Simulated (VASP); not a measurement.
Write the native input for VASP 6.6.1 that does the following.

* Task: single point
* Functional: PBE
* Potentials or basis: VASP PAW PBE potentials, release 64 (In_d, O)
* Cutoff: 520 eV
* k mesh: 4 × 4 × 4
* Occupations: gaussian, width 0.02 eV
* Spin: no spin polarisation
* Dipole correction: no
* Further INCAR settings: LREAL = Auto; ALGO = Normal; EDIFF = 1e-06; NBANDS = 104

The structure of In2O3 lies in POSCAR:

```
In2O3
1.0
    6.5906600000     -0.0869710000      0.1824240000
   -0.0872490000      6.5910350000      0.1829150000
    0.1754440000      0.1755620000      6.3708870000
In O
8 12
Direct
    0.1296023286      0.5897500604      0.1030266194
    0.6871535028      0.8401050587      0.1600719086
    0.4374261574      0.8977642024      0.7171360726
    0.1870874958      0.3402044780      0.6600568193
    0.2447093017      0.0904626958      0.2171380421
    0.6234428996      0.4037671966      0.4100713322
    0.9366783922      0.7826256572      0.6030584198
    0.7508313187      0.2764182813      0.9100865168
    0.2900533155      0.4135412168      0.3324204295
    0.3766760019      0.8355895860      0.0578141110
    0.5939852207      0.1506686290      0.2053768607
    0.7605210145      0.9430494423      0.8324440131
    0.4976607050      0.2469603533      0.7054310638
    0.1825549332      0.0297545725      0.5578166383
    0.7801769537      0.5295114960      0.1147933962
    0.6137207354      0.7373658284      0.4877449466
    0.8764798081      0.4332686157      0.6148388081
    0.9976362390      0.8445549415      0.2623107532
    0.0843116622      0.2667848203      0.9877306050
    0.1915726142      0.6506661260      0.7623006580
```

One way to write it, as run:

INCAR

```
ALGO = Normal ; EDIFF = 1E-6
ENCUT = 520 ; GGA = PE
ISIF = 2 ; ISMEAR = 0
LASPH = True ; LCHARG = False
LREAL = Auto ; LWAVE = False
NBANDS = 104 ; NELM = 100
PREC = Accurate ; SIGMA = 0.02
```

KPOINTS

```
k-points
0
Gamma
  4 4 4
```

Potentials or basis: VASP PAW PBE potentials, release 64 (In_d, O).

Run with:

```bash
$ cat potpaw_PBE.64/In_d/POTCAR potpaw_PBE.64/O/POTCAR > POTCAR
$ mpirun -np 1 vasp_std > vasp.out
```

It gave:

- Pressure: 0.3 GPa
- Largest force: 0.117 eV/Å
- Band gap on the k mesh: 0.65 eV (least direct gap 0.74 eV)

Caveat: spin-orbit coupling is left out, which moves the levels of the heavy elements.

Wall time 44 min on 1 thread of Oxide Virtual Turin-like Processor, on a shared host, peak memory 0.7 GiB.
